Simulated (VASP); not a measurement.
Runs of VASP 6.6.1 on Al3B2P. The structure is that of space group Cmmm (No. 65), or close to it. The cells are those of the table. 

```csv
task,cell,k mesh,cutoff (eV),gap on the mesh (eV),pressure (GPa),largest force (eV/Å)
single point,"a = 5.812, b = 5.812, c = 3.646 Å, angles 90.0, 90.0, 96.9°, 6 atoms",4 × 4 × 6,520,none,0.0,-
single point,"a = 4.780, b = 4.780, c = 4.167 Å, angles 90.0, 90.0, 97.1°, 6 atoms",4 × 4 × 4,520,none,37.1,1.53
single point,"a = 5.749, b = 5.749, c = 3.733 Å, angles 90.0, 90.0, 96.0°, 6 atoms",4 × 4 × 4,520,none,(a),0.01
relaxation of cell and atoms,"relaxed from a = 4.780, b = 4.780, c = 4.167 Å, angles 90.0, 90.0, 97.1°, 6 atoms",4 × 4 × 4,600,none,0.0,0.04
```

Alike in all rows: level PBE; potentials or basis VASP PAW PBE potentials, release 64 (Al, B, P); no spin polarisation; smearing gaussian 0.1 eV.

Q: Fill in the values left out.

A: (a) 0.1.

Caveats: some runs use coarse meshes; forces of over 1 eV/Å act on the atoms, so gaps and moduli don't describe the material at rest (some runs).

A gap of «none» marks levels without a gap at the run's occupations.
